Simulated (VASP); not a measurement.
# NiPdO2 (R-3m) in VASP: single point with r2SCAN+U

Aim: the single point of NiPdO2 with r2SCAN+U.

All numbers are computed with VASP 6.6.1; they aren't measurements. Logs are shortened: lines on timing, memory, paths and dates and some standing lists are left out, and cuts for length are marked.

## Step 1: The cell of the first run

The structure is trigonal, space group R-3m (No. 166). The conventional cell has a = 3.272 Å, b = 3.272 Å, c = 18.530 Å, α = 90.00°, β = 90.00°, γ = 120.00°. Pd (site symmetry -3m) has 2 O at 1.98 Å within 2.6 Å. Within 2.9 Å of Ni (site symmetry -3m) lie 6 O at 2.19 Å. O (site symmetry 3m) has 1 Pd at 1.98 Å and 3 Ni at 2.19 Å within 2.6 Å.

## Step 2: Single point, r2SCAN+U, collinear spin, ferromagnetic start

POSCAR

```
NiPdO2
1.0
    1.6359725900      0.9445292100      6.1767413800
   -1.6359725900      0.9445292100      6.1767413800
    0.0000000000     -1.8890584300      6.1767413800
Pd Ni O
1 1 2
Direct
    0.0000000000      0.0000000000      0.0000000000
    0.5000000000      0.5000000000      0.5000000000
    0.1066000000      0.1066000000      0.1066000000
    0.8934000000      0.8934000000      0.8934000000
```

INCAR.step1

```
  PREC = Accurate
  ENCUT = 520
  ISMEAR = 0
  SIGMA = 0.05
  LREAL = False
  LASPH = True
  NELM = 150
  ISPIN = 2
  MAGMOM = 0 4 0 0
  NUPDOWN = 4.0
  LMAXMIX = 4
  LDAU = True
  LDAUTYPE = 2
  LDAUL = 2 2 -1
  LDAUU = 6 6 0
  LDAUJ = 0 0 0
  NBANDS = 28
  GGA = PE
  ALGO = Normal
  EDIFF = 1E-4
  LWAVE = True
  LCHARG = False
```

INCAR.step2

```
  PREC = Accurate
  ENCUT = 520
  EDIFF = 1E-6
  ISMEAR = 0
  SIGMA = 0.05
  LREAL = False
  LASPH = True
  NELM = 150
  ALGO = Normal
  ISIF = 2
  LWAVE = False
  LCHARG = False
  ISPIN = 2
  MAGMOM = 0 4 0 0
  LORBIT = 11
  NUPDOWN = 4.0
  LMAXMIX = 4
  LDAU = True
  LDAUTYPE = 2
  LDAUL = 2 2 -1
  LDAUU = 6 6 0
  LDAUJ = 0 0 0
  LDAUPRINT = 1
  METAGGA = R2SCAN
  LMIXTAU = True
  NBANDS = 28
  ISTART = 1
```

KPOINTS

```
Automatic mesh
0
Gamma
  7 7 7
```

Potentials or basis: VASP PAW PBE potentials, release 64 (Pd, Ni, O).

Started as:

```sh
$ cat potpaw_PBE.64/Pd/POTCAR potpaw_PBE.64/Ni/POTCAR potpaw_PBE.64/O/POTCAR > POTCAR
$ cp INCAR.step1 INCAR
$ mpirun -np 1 vasp_std > vasp.out
$ cp INCAR.step2 INCAR
$ mpirun -np 1 vasp_std > vasp.out
```

OUTCAR:

```text
PREC = Accurate
   ENCUT = 520
   EDIFF = 1E-6
   ISMEAR = 0
   LREAL = False
   LASPH = True
   NELM = 150
   ISIF = 2
   ISPIN = 2
   LORBIT = 11
   NUPDOWN = 4.0
   METAGGA = R2SCAN
   ISTART = 1

 ion  position               nearest neighbor table
   1  0.000  0.000  0.000-   3 1.98   4 1.98
   2  0.500  0.500  0.500-   3 2.19   4 2.19   3 2.19   3 2.19   4 2.19   4 2.19
   3  0.107  0.107  0.107-   1 1.98   2 2.19   2 2.19   2 2.19
   4  0.893  0.893  0.893-   1 1.98   2 2.19   2 2.19   2 2.19

  LATTYP: Found a trigonal (rhomboedric) cell.
 ALAT       =     6.4591544198
 COS(alpha) =     0.8716988038

  Lattice vectors:

 A1 = (   1.6359725900,   0.9445292100,   6.1767413800)
 A2 = (  -1.6359725900,   0.9445292100,   6.1767413800)
 A3 = (   0.0000000000,  -1.8890584300,   6.1767413800)

Analysis of symmetry for initial positions (statically):
=====================================================================
 Subroutine PRICEL returns:
 Original cell was already a primitive cell.

 Routine SETGRP: Setting up the symmetry group for a
 trigonal (rhombohedral) supercell.

 Subroutine GETGRP returns: Found 12 space group operations
 (whereof 12 operations were pure point group operations)
 out of a pool of 12 trial point group operations.

The static configuration has the point symmetry D_3d.

Analysis of symmetry for dynamics (positions and initial velocities):
=====================================================================
 Subroutine PRICEL returns:
 Original cell was already a primitive cell.

 Routine SETGRP: Setting up the symmetry group for a
 trigonal (rhombohedral) supercell.

 Subroutine GETGRP returns: Found 12 space group operations
 (whereof 12 operations were pure point group operations)
 out of a pool of 12 trial point group operations.

The dynamic configuration has the point symmetry D_3d.
[... 216 lines left out ...]
  o =  0.9748  v =  0.0000  0.0000  0.0000  0.0000  0.0000  0.0000 -0.5946 -0.0000  0.0000 -0.8040      0.0000  0.0000  0.0000  0.0000  0.0000  0.0000  0.0000  0.0000  0.0000  0.0000
  o =  0.9748  v =  0.0000  0.0000  0.0000  0.0000  0.0000 -0.8040  0.0000 -0.0000 -0.5946 -0.0000      0.0000  0.0000  0.0000  0.0000  0.0000  0.0000  0.0000  0.0000  0.0000  0.0000
  o =  0.9770  v =  0.0000  0.0000  0.0000  0.0000  0.0000  0.0000  0.0000 -1.0000  0.0000  0.0000      0.0000  0.0000  0.0000  0.0000  0.0000  0.0000  0.0000  0.0000  0.0000  0.0000
  o =  0.9800  v =  0.0000  0.0000  1.0000  0.0000  0.0000  0.0000  0.0000  0.0000  0.0000  0.0000      0.0000  0.0000  0.0000  0.0000  0.0000  0.0000  0.0000  0.0000  0.0000  0.0000
  o =  0.9810  v =  0.0000 -0.6431  0.0000 -0.0000 -0.7658  0.0000  0.0000  0.0000  0.0000  0.0000      0.0000  0.0000  0.0000  0.0000  0.0000  0.0000  0.0000  0.0000  0.0000  0.0000
  o =  0.9810  v = -0.7658  0.0000  0.0000 -0.6431  0.0000  0.0000  0.0000  0.0000  0.0000  0.0000      0.0000  0.0000  0.0000  0.0000  0.0000  0.0000  0.0000  0.0000  0.0000  0.0000
  o =  1.0174  v =  0.0000  0.7658  0.0000 -0.0000 -0.6431  0.0000  0.0000  0.0000  0.0000  0.0000      0.0000  0.0000  0.0000  0.0000  0.0000  0.0000  0.0000  0.0000  0.0000  0.0000
  o =  1.0174  v = -0.6431  0.0000 -0.0000  0.7658 -0.0000  0.0000  0.0000  0.0000  0.0000  0.0000      0.0000  0.0000  0.0000  0.0000  0.0000  0.0000  0.0000  0.0000  0.0000  0.0000

 number of electron      32.0000007 magnetization       4.0000000

 Free energy of the ion-electron system (eV)
  ---------------------------------------------------
  ext. energy  EPLUGINS =         0.00000000
  ---------------------------------------------------
  free energy    TOTEN  =       -43.93442528 eV

  energy without entropy =      -43.93059320  energy(sigma->0) =      -43.93250924

 E-fermi :   2.5477     XC(G=0): -11.0866

 val. band max:        2.8233131401   @ k =  -0.4286   0.4286   0.0000
 cond. band min:       2.5487002002   @ k =  -0.2857   0.2857   0.0000
 fundamental gap:     -0.2746129399
 Fermi energy:         3.0428122066

 spin component 1

 k-point     1 :       0.0000    0.0000    0.0000
  band No.  band energies     occupation
      1     -16.2725      1.00000
      2     -15.2428      1.00000
      3      -4.6126      1.00000
      4      -4.4489      1.00000
      5      -4.4489      1.00000
      6      -2.4721      1.00000
[... 1481 lines left out ...]
     27      19.4689      0.00000
     28      22.2004      0.00000

 [... further k-points ...]

------------------------ aborting loop because EDIFF is reached ----------------------------------------

  FORCE on cell =-STRESS in cart. coord.  units (eV):
  Direction    XX          YY          ZZ          XY          YZ          ZX
  --------------------------------------------------------------------------------------
  -------------------------------------------------------------------------------------
  Total       -5.2847070     -5.2847070     -6.4882221      0.0000000      0.0000000      0.0000000
  in kB     -147.8527505   -147.8527499   -181.5240644      0.0000000      0.0000001      0.0000000
  external PRESSURE =    -159.0765216 kB  Pullay stress =       0.0000000 kB

 VOLUME and BASIS-vectors are now :
 -----------------------------------------------------------------------------
  energy-cutoff  :      520.00
  volume of cell :       57.27
      direct lattice vectors                 reciprocal lattice vectors
     1.635972590  0.944529210  6.176741380     0.305628592  0.176454750  0.053965888
    -1.635972590  0.944529210  6.176741380    -0.305628592  0.176454750  0.053965888
     0.000000000 -1.889058430  6.176741380     0.000000000 -0.352909501  0.053965888

 POSITION                                       TOTAL-FORCE (eV/Angst)
 -----------------------------------------------------------------------------------
      0.00000      0.00000      0.00000         0.000000     -0.000000     -0.000000
      0.00000     -0.00000      9.26511        -0.000000     -0.000000     -0.000000
      0.00000     -0.00000      1.97532         0.000000      0.000000     -0.150058
      0.00000     -0.00000     16.55490         0.000000     -0.000000      0.150058
 -----------------------------------------------------------------------------------
    total drift:                               -0.000000      0.000000     -0.000000

  FREE ENERGIE OF THE ION-ELECTRON SYSTEM (eV)
  ---------------------------------------------------
  free  energy   TOTEN  =       -43.9344252757 eV

  energy  without entropy=      -43.9305931995  energy(sigma->0) =      -43.93250924

 total charge

# of ion       s       p       d       tot
------------------------------------------
    1        0.399   0.366   8.794   9.560
    2        0.295   0.297   8.045   8.637
    3        1.567   3.358   0.000   4.925
    4        1.567   3.358   0.000   4.925
--------------------------------------------------
tot          3.829   7.379  16.840  28.047

 magnetization (x)

# of ion       s       p       d       tot
------------------------------------------
    1        0.132  -0.001   1.074   1.206
    2       -0.003   0.016   1.887   1.900
    3        0.013   0.406   0.000   0.420
    4        0.013   0.406   0.000   0.420
--------------------------------------------------
tot          0.155   0.828   2.962   3.945
```

OUTCAR.step1:

```text
PREC = Accurate
   ENCUT = 520
   ISMEAR = 0
   LREAL = False
   LASPH = True
[... 1742 lines left out ...]
      0.00000      0.00000      0.00000         0.000000      0.000000      0.000000
      0.00000     -0.00000      9.26511         0.000000      0.000000      0.000000
      0.00000     -0.00000      1.97532         0.000000      0.000000     -0.164692
      0.00000     -0.00000     16.55490         0.000000     -0.000000      0.164692
 -----------------------------------------------------------------------------------
    total drift:                               -0.000000      0.000000     -0.000000

  FREE ENERGIE OF THE ION-ELECTRON SYSTEM (eV)
  ---------------------------------------------------
  free  energy   TOTEN  =       -16.4286658347 eV

  energy  without entropy=      -16.4246466366  energy(sigma->0) =      -16.42665624
```

Run time: 44 min. Hardware: 1 thread of AMD EPYC 7R13, shared host; peak memory 0.54 GiB.

Results:

```yaml
Free_energy: -43.9344 eV
Pressure: -15.9 GPa
Largest_force: 0.150 eV/Å
Net_moment: 4.00 μB per cell
Site_moments: Pd +1.21; Ni +1.90; O +0.42 μB
Valence_electrons_inside_the_program's_atomic_spheres: Pd 9.56; Ni 8.64; O 4.92
```

Forces on the atoms (eV/Å):
```
Pd   0.000  0.000  0.000
Ni   0.000  0.000  0.000
O    0.000  0.000 -0.150
O    0.000  0.000  0.150
```

Stress tensor (GPa, compression positive):
```
-14.79   0.00   0.00
  0.00 -14.79   0.00
  0.00   0.00 -18.15
```

Eigenvalues of the final occupation matrices:
```csv
site,spin,trace,eigenvalues
site 1 d,1,4.96,0.98 0.98 0.99 1.00 1.00
site 1 d,2,3.88,0.37 0.79 0.79 0.96 0.96
site 2 d,1,4.98,0.98 0.98 0.98 1.02 1.02
site 2 d,2,3.09,0.08 0.08 0.97 0.97 0.98
```

Caveat: the cell stands under tension; the PAW data sets were made with another functional, which shifts forces and pressure a little; the total moment is fixed, so each spin has its own Fermi level and the state may be an excited one; a cell with one magnetic atom can't hold antiferromagnetic order, which such compounds often take.
